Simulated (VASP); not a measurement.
# MgI2 (P-3m1) in VASP: notebook, part 2 of 2

VASP 6.6.1. Earlier steps stand in the parts before.

## 3. Electric field gradients, PBEsol (equal xx and yy strain of +2 %)

The input, INCAR:

```
PREC = Accurate ; ENCUT = 520
EDIFF = 1E-8 ; ISMEAR = -1
SIGMA = 0.03 ; LREAL = F
LASPH = T ; NELM = 60
ALGO = Normal ; ISIF = 2
LWAVE = F ; LCHARG = F
GGA = PS ; LEFG = T
NBANDS = 15
```

The input, KPOINTS:

```
Automatic mesh
0
Gamma
  7 7 4
```

The input, POSCAR:

```
MgI2
1.0
    4.2367741238      0.0000000000      0.0000000000
   -2.1183870619      3.6691540213      0.0000000000
    0.0000000000      0.0000000000      6.8620000000
Mg I
1 2
Direct
    0.0000000000      0.0000000000      0.0000000000
    0.3333333333      0.6666666667      0.7576300000
    0.6666666667      0.3333333333      0.2423700000
```

Potentials or basis: VASP PAW PBE potentials, release 64 (Mg, I).

Started as:

```
cat potpaw_PBE.64/Mg/POTCAR potpaw_PBE.64/I/POTCAR > POTCAR
mpirun -np 1 vasp_std > vasp.out
```

OUTCAR:

```text
PREC = Accurate
   ENCUT = 520
   EDIFF = 1E-8
   ISMEAR = -1
   LREAL = F
   LASPH = T
   NELM = 60
   ISIF = 2
   GGA = PS

 ion  position               nearest neighbor table
   1  0.000  0.000  0.000-   2 2.96   3 2.96   2 2.96   3 2.96   3 2.96   2 2.96
   2  0.333  0.667  0.758-   1 2.96   1 2.96   1 2.96
   3  0.667  0.333  0.242-   1 2.96   1 2.96   1 2.96

  LATTYP: Found a hexagonal cell.
 ALAT       =     4.2367741238
 C/A-ratio  =     1.6196284719

  Lattice vectors:

 A1 = (   4.2367741238,   0.0000000000,   0.0000000000)
 A2 = (  -2.1183870619,   3.6691540213,   0.0000000000)
 A3 = (   0.0000000000,   0.0000000000,   6.8620000000)

Analysis of symmetry for initial positions (statically):
=====================================================================
 Subroutine PRICEL returns:
 Original cell was already a primitive cell.

 Routine SETGRP: Setting up the symmetry group for a
 hexagonal supercell.

 Subroutine GETGRP returns: Found 12 space group operations
 (whereof 12 operations were pure point group operations)
 out of a pool of 24 trial point group operations.

The static configuration has the point symmetry D_3d.

Analysis of symmetry for dynamics (positions and initial velocities):
=====================================================================
 Subroutine PRICEL returns:
 Original cell was already a primitive cell.

 Routine SETGRP: Setting up the symmetry group for a
 hexagonal supercell.

 Subroutine GETGRP returns: Found 12 space group operations
 (whereof 12 operations were pure point group operations)
 out of a pool of 24 trial point group operations.

The dynamic configuration has the point symmetry D_3d.

 Subroutine INISYM returns: Found 12 space group operations
 (whereof 12 operations are pure point group operations),
 and found     1 'primitive' translations

----------------------------------------------------------------------------------------

                                     Primitive cell

  volume of cell :     106.6724

  direct lattice vectors                    reciprocal lattice vectors
     4.236774124  0.000000000  0.000000000     0.236028632  0.136271194  0.000000000
    -2.118387062  3.669154021  0.000000000     0.000000000  0.272542388  0.000000000
     0.000000000  0.000000000  6.862000000     0.000000000  0.000000000  0.145730108

  length of vectors
     4.236774124  4.236774124  6.862000000     0.272542388  0.272542388  0.145730108

  position of ions in fractional coordinates (direct lattice)
     0.000000000  0.000000000  0.000000000
     0.333333333  0.666666667  0.757630000
     0.666666667  0.333333333  0.242370000

  ion indices of the primitive-cell ions
   primitive index   ion index
                 1           1
                 2           2
                 3           3

----------------------------------------------------------------------------------------

 KPOINTS: Automatic mesh

Automatic generation of k-mesh.
[... 89 lines left out ...]
  Thomas-Fermi vector in A             =   1.988700
   LORBIT       =      0    0 simple, 1 ext, 2 COOP (PROOUT), +10 PAW based schemes
   GGA     = PS    functional components
   LHFCALC =     F    Hartree Fock is set to
   AEXX    =    0.0000 exact exchange contribution
   IVDW    =     0    specifies the selected vdW correction
   LEPSILON=     F    determine dielectric tensor
   LRPA    =     F    only Hartree local field effects (RPA)
 non-spin polarized calculation
  energy-cutoff  :      520.00
  volume of cell :      106.67
 maximum number of plane-waves:      2892
   NGX = 15   NGY = 15   NGZ = 25

 number of electron      15.9999999 magnetization

 Free energy of the ion-electron system (eV)
  ---------------------------------------------------
  ext. energy  EPLUGINS =         0.00000000
  ---------------------------------------------------
  free energy    TOTEN  =        -8.39423971 eV

  energy without entropy =       -8.39423971  energy(sigma->0) =       -8.39423971

 E-fermi :   2.5836     XC(G=0):  -8.2129

 val. band max:        1.9557662053   @ k =   0.0000   0.0000   0.0000
 cond. band min:       5.2521422679   @ k =   0.0000   0.0000   0.0000
 fundamental gap:      3.2963760626
 Fermi energy:         2.5835955269

 k-point     1 :       0.0000    0.0000    0.0000
  band No.  band energies     occupation
      1     -10.0841      2.00000
      2      -9.4056      2.00000
      3      -1.5039      2.00000
      4       1.3618      2.00000
      5       1.3618      2.00000
      6       1.7406      2.00000
      7       1.7406      2.00000
      8       1.9558      2.00000
      9       5.2521      0.00000
     10       6.4213      0.00000
     11       8.3801      0.00000
     12       8.3801      0.00000
     13       9.4091      0.00000
     14       9.9055      0.00000
[... 401 lines left out ...]
      2      -9.3114      2.00000
      3      -1.5972      2.00000
      4      -1.1055      2.00000
      5       0.6894      2.00000
      6       0.8179      2.00000
      7       1.1370      2.00000
      8       1.2025      2.00000
      9       5.3734      0.00000
     10       7.0039      0.00000
     11       7.7137      0.00000
     12       8.0412      0.00000
     13       9.4373      0.00000
     14      11.5319      0.00000
     15      11.7437      0.00000

 [... further k-points ...]

------------------------ aborting loop because EDIFF is reached ----------------------------------------

  FORCE on cell =-STRESS in cart. coord.  units (eV):
  Direction    XX          YY          ZZ          XY          YZ          ZX
  --------------------------------------------------------------------------------------
  -------------------------------------------------------------------------------------
  Total       -1.0811931     -1.0811931     -0.4495112      0.0000000      0.0000000      0.0000000
  in kB      -16.2390971    -16.2390971     -6.7514816      0.0000000      0.0000000      0.0000000
  external PRESSURE =     -13.0765586 kB  Pullay stress =       0.0000000 kB

 VOLUME and BASIS-vectors are now :
 -----------------------------------------------------------------------------
  energy-cutoff  :      520.00
  volume of cell :      106.67
      direct lattice vectors                 reciprocal lattice vectors
     4.236774124  0.000000000  0.000000000     0.236028632  0.136271194  0.000000000
    -2.118387062  3.669154021  0.000000000     0.000000000  0.272542388  0.000000000
     0.000000000  0.000000000  6.862000000     0.000000000  0.000000000  0.145730108

 POSITION                                       TOTAL-FORCE (eV/Angst)
 -----------------------------------------------------------------------------------
      0.00000      0.00000      0.00000        -0.000000      0.000000     -0.000000
     -0.00000      2.44610      5.19886         0.000000      0.000000      0.170354
      2.11839      1.22305      1.66314        -0.000000      0.000000     -0.170354
 -----------------------------------------------------------------------------------
    total drift:                               -0.000000      0.000000     -0.000000

  FREE ENERGIE OF THE ION-ELECTRON SYSTEM (eV)
  ---------------------------------------------------
  free  energy   TOTEN  =        -8.3942397061 eV

  energy  without entropy=       -8.3942397061  energy(sigma->0) =       -8.39423971

 Electric field gradients (V/A^2)
---------------------------------------------------------------------
 ion       V_xx      V_yy      V_zz      V_xy      V_xz      V_yz
---------------------------------------------------------------------
   1      -0.352    -0.352     0.703    -0.000     0.000    -0.000
   2      32.874    32.874   -65.748    -0.000     0.000    -0.000
   3      32.874    32.874   -65.748    -0.000     0.000    -0.000
---------------------------------------------------------------------

 Electric field gradients after diagonalization (V/A^2)
 (convention: |V_zz| > |V_xx| > |V_yy|)
----------------------------------------------------------------------
 ion       V_xx      V_yy      V_zz     asymmetry (V_yy - V_xx)/ V_zz
----------------------------------------------------------------------
   1      -0.352    -0.352     0.703       0.000
   2      32.875    32.874   -65.748       0.000
   3      32.875    32.874   -65.748       0.000
----------------------------------------------------------------------

           NMR quadrupolar parameters

 Cq : quadrupolar parameter    Cq=e*Q*V_zz/h
 eta: asymmetry parameters     (V_yy - V_xx)/ V_zz
 Q  : nuclear electric quadrupole moment in mb (millibarn)
----------------------------------------------------------------------
 ion       Cq(MHz)       eta       Q (mb)
----------------------------------------------------------------------
   1       0.002       0.000       1.000
   2      -0.159       0.000       1.000
   3      -0.159       0.000       1.000
----------------------------------------------------------------------
```

stdout:

```text
POSCAR found type information on POSCAR MgI
 POSCAR found :  2 types and       3 ions
 scaLAPACK will be used
 -----------------------------------------------------------------------------
|                                                                             |
|                                                                             |
|     You enforced a specific xc type in the INCAR file but a different       |
|     I HOPE YOU KNOW WHAT YOU ARE DOING!                                     |
|                                                                             |
 -----------------------------------------------------------------------------

 LDA part: xc-table for (Slater+PW92), standard interpolation
 POSCAR, INCAR and KPOINTS ok, starting setup
 FFT: planning ... GRIDC
 FFT: planning ... GRID_SOFT
 FFT: planning ... GRID
 WAVECAR not read
 entering main loop
ion   1

ion   2

ion   3
```

Run time: 35 s. Hardware: 1 thread of Intel Xeon Platinum 8375C at 2.90GHz (Ice Lake), shared host; peak memory 0.24 GiB.

What came out:

* Free energy: -8.3942 eV
* Pressure: -1.3 GPa
* Largest force: 0.170 eV/Å
* Band gap on the k mesh: 3.30 eV, direct

Forces on the atoms (eV/Å):
```
Mg   0.000  0.000  0.000
I    0.000  0.000  0.170
I    0.000  0.000 -0.170
```

Stress tensor (GPa, compression positive):
```
-1.62  0.00  0.00
 0.00 -1.62  0.00
 0.00  0.00 -0.68
```

Electric field gradients, principal values (V/Å²):
| atom | least | middle | greatest (by size) |
| --- | --- | --- | --- |
| 1 Mg | -0.352 | -0.352 | 0.703 |
| 2 I | 32.874 | 32.875 | -65.748 |
| 3 I | 32.874 | 32.875 | -65.748 |

Caveat: the cell differs from its parent crystal (equal xx and yy strain of +2 %); without QUAD_EFG the Cq values of the log hold for a quadrupole moment of 1 mb, not for the nuclei; the PAW data sets were made with another functional, which shifts forces and pressure a little; spin-orbit coupling is left out, which moves the levels of the heavy elements; this functional lacks dispersion, which binds the layers, so the pressure and a relaxed spacing across them are unreliable.

## 4. Electric field gradients, PBEsol (volume scaled by 0.94)

The input, INCAR:

```
ALGO = Normal
EDIFF = 1E-8
ENCUT = 520
GGA = PS
ISIF = 2
ISMEAR = -1
LASPH = T
LCHARG = F
LEFG = T
LREAL = F
LWAVE = F
NBANDS = 15
NELM = 100
PREC = Accurate
SIGMA = 0.03
```

The input, KPOINTS:

```
k-points
0
Gamma
  7 7 4
```

The input, POSCAR:

```
MgI2
1.0
    4.0689069387      0.0000000000      0.0000000000
   -2.0344534694      3.5237767745      0.0000000000
    0.0000000000      0.0000000000      6.7219198780
Mg I
1 2
Direct
    0.0000000000      0.0000000000      0.0000000000
    0.3333333333      0.6666666667      0.7576300000
    0.6666666667      0.3333333333      0.2423700000
```

Potentials or basis: VASP PAW PBE potentials, release 64 (Mg, I).

Started as:

```
cat potpaw_PBE.64/Mg/POTCAR potpaw_PBE.64/I/POTCAR > POTCAR
mpirun -np 1 vasp_std > vasp.out
```

OUTCAR:

```text
EDIFF = 1E-8
   ENCUT = 520
   GGA = PS
   ISIF = 2
   ISMEAR = -1
   LASPH = T
   LREAL = F
   NELM = 100
   PREC = Accurate

 ion  position               nearest neighbor table
   1  0.000  0.000  0.000-   2 2.86   3 2.86   2 2.86   3 2.86   3 2.86   2 2.86
   2  0.333  0.667  0.758-   1 2.86   1 2.86   1 2.86
   3  0.667  0.333  0.242-   1 2.86   1 2.86   1 2.86

  LATTYP: Found a hexagonal cell.
 ALAT       =     4.0689069387
 C/A-ratio  =     1.6520210413

  Lattice vectors:

 A1 = (   4.0689069387,   0.0000000000,   0.0000000000)
[... 650 lines left out ...]

  energy  without entropy=       -8.3896741702  energy(sigma->0) =       -8.38967417

 Electric field gradients (V/A^2)
---------------------------------------------------------------------
 ion       V_xx      V_yy      V_zz      V_xy      V_xz      V_yz
---------------------------------------------------------------------
   1      -0.105    -0.105     0.209     0.000     0.000    -0.000
   2      24.427    24.426   -48.853    -0.000    -0.000     0.000
   3      24.427    24.426   -48.853    -0.000    -0.000     0.000
---------------------------------------------------------------------

 Electric field gradients after diagonalization (V/A^2)
 (convention: |V_zz| > |V_xx| > |V_yy|)
----------------------------------------------------------------------
 ion       V_xx      V_yy      V_zz     asymmetry (V_yy - V_xx)/ V_zz
----------------------------------------------------------------------
   1      -0.105    -0.105     0.209       0.000
   2      24.427    24.426   -48.853       0.000
   3      24.427    24.426   -48.853       0.000
----------------------------------------------------------------------

           NMR quadrupolar parameters

 Cq : quadrupolar parameter    Cq=e*Q*V_zz/h
 eta: asymmetry parameters     (V_yy - V_xx)/ V_zz
 Q  : nuclear electric quadrupole moment in mb (millibarn)
----------------------------------------------------------------------
 ion       Cq(MHz)       eta       Q (mb)
----------------------------------------------------------------------
   1       0.001       0.000       1.000
   2      -0.118       0.000       1.000
   3      -0.118       0.000       1.000
----------------------------------------------------------------------
```

OSZICAR:

```text
N       E                     dE             d eps       ncg     rms          rms(c)
DAV:   1     0.736391475759E+02    0.73639E+02   -0.58516E+03   840   0.851E+02
DAV:   2    -0.287497570282E+01   -0.76514E+02   -0.70019E+02  1168   0.132E+02
DAV:   3    -0.841939560096E+01   -0.55444E+01   -0.55220E+01  1141   0.409E+01
DAV:   4    -0.852018000709E+01   -0.10078E+00   -0.10078E+00  1141   0.653E+00
DAV:   5    -0.852168490162E+01   -0.15049E-02   -0.15049E-02  1135   0.724E-01    0.441E+00
DAV:   6    -0.841692637386E+01    0.10476E+00   -0.87877E-02   924   0.147E+00    0.284E+00
DAV:   7    -0.839176010475E+01    0.25166E-01   -0.99573E-02   987   0.154E+00    0.587E-01
DAV:   8    -0.838966567737E+01    0.20944E-02   -0.74934E-03   959   0.470E-01    0.236E-01
DAV:   9    -0.838967970743E+01   -0.14030E-04   -0.55383E-04  1183   0.142E-01    0.930E-02
DAV:  10    -0.838967095255E+01    0.87549E-05   -0.30940E-05  1022   0.370E-02    0.368E-02
DAV:  11    -0.838967402003E+01   -0.30675E-05   -0.60928E-06  1071   0.145E-02    0.206E-02
DAV:  12    -0.838967395094E+01    0.69094E-07   -0.60456E-07  1092   0.381E-03    0.664E-03
DAV:  13    -0.838967408224E+01   -0.13130E-06   -0.66987E-08  1057   0.136E-03    0.151E-03
DAV:  14    -0.838967421171E+01   -0.12947E-06   -0.11728E-07  1022   0.194E-03    0.283E-03
DAV:  15    -0.838967419961E+01    0.12101E-07   -0.58261E-09   903   0.447E-04    0.200E-03
DAV:  16    -0.838967417307E+01    0.26540E-07   -0.44918E-09   721   0.341E-04    0.200E-04
DAV:  17    -0.838967417024E+01    0.28285E-08   -0.72976E-10   623   0.158E-04
   1 F= -.83896742E+01 E0= -.83896742E+01  d E =-.179195E-10
```

stdout:

```text
POSCAR found type information on POSCAR MgI
 POSCAR found :  2 types and       3 ions
 scaLAPACK will be used
 -----------------------------------------------------------------------------
|                                                                             |
|                                                                             |
|     You enforced a specific xc type in the INCAR file but a different       |
|     I HOPE YOU KNOW WHAT YOU ARE DOING!                                     |
|                                                                             |
 -----------------------------------------------------------------------------

 LDA part: xc-table for (Slater+PW92), standard interpolation
 POSCAR, INCAR and KPOINTS ok, starting setup
 FFT: planning ... GRIDC
 FFT: planning ... GRID_SOFT
 FFT: planning ... GRID
 WAVECAR not read
 entering main loop
ion   1

ion   2

ion   3
```

Wall time 21 s (1 thread of Intel Xeon 6975P-C (Granite Rapids), shared host); peak memory 0.21 GiB.

What came out:

```yaml
Free_energy: -8.3897 eV
Pressure: 1.9 GPa
Largest_force: 0.285 eV/Å
Band_gap_on_the_k_mesh: 3.48 eV, indirect (least direct gap 3.83 eV)
```

Forces on the atoms (eV/Å):
```
Mg   0.000  0.000  0.000
I    0.000  0.000 -0.285
I    0.000  0.000  0.285
```

Electric field gradients, principal values (V/Å²):
| atom | least | middle | greatest (by size) |
| --- | --- | --- | --- |
| 1 Mg | -0.105 | -0.105 | 0.209 |
| 2 I | 24.426 | 24.427 | -48.853 |
| 3 I | 24.426 | 24.427 | -48.853 |

Caveat: without QUAD_EFG the Cq values of the log hold for a quadrupole moment of 1 mb, not for the nuclei; the PAW data sets were made with another functional, which shifts forces and pressure a little; spin-orbit coupling is left out, which moves the levels of the heavy elements; this functional lacks dispersion, which binds the layers, so the pressure and a relaxed spacing across them are unreliable.

## 5. The runs side by side

```tsv
cell	gap on the mesh (eV)	pressure (GPa)	largest force (eV/Å)
a = 4.195, b = 4.195, c = 6.862 Å, angles 90.0, 90.0, 120.0°, 3 atoms	3.40	-0.8	0.11
a = 4.237, b = 4.237, c = 6.862 Å, angles 90.0, 90.0, 120.0°, 3 atoms	3.30	-1.3	0.17
a = 4.069, b = 4.069, c = 6.722 Å, angles 90.0, 90.0, 120.0°, 3 atoms	3.48	1.9	0.28
```

Alike in all rows: task electric field gradients; level PBEsol; potentials or basis VASP PAW PBE potentials, release 64 (Mg, I); no spin polarisation; k mesh 7 × 7 × 4; cutoff (eV) 520; smearing fermi-dirac 0.03 eV.

Caveats: the PAW data sets were made with another functional, which shifts forces and pressure a little; spin-orbit coupling is left out, which moves the levels of the heavy elements; this functional lacks dispersion, which binds the layers, so the pressure and a relaxed spacing across them are unreliable.

Absolute energies hang on the potentials; compare differences alone.
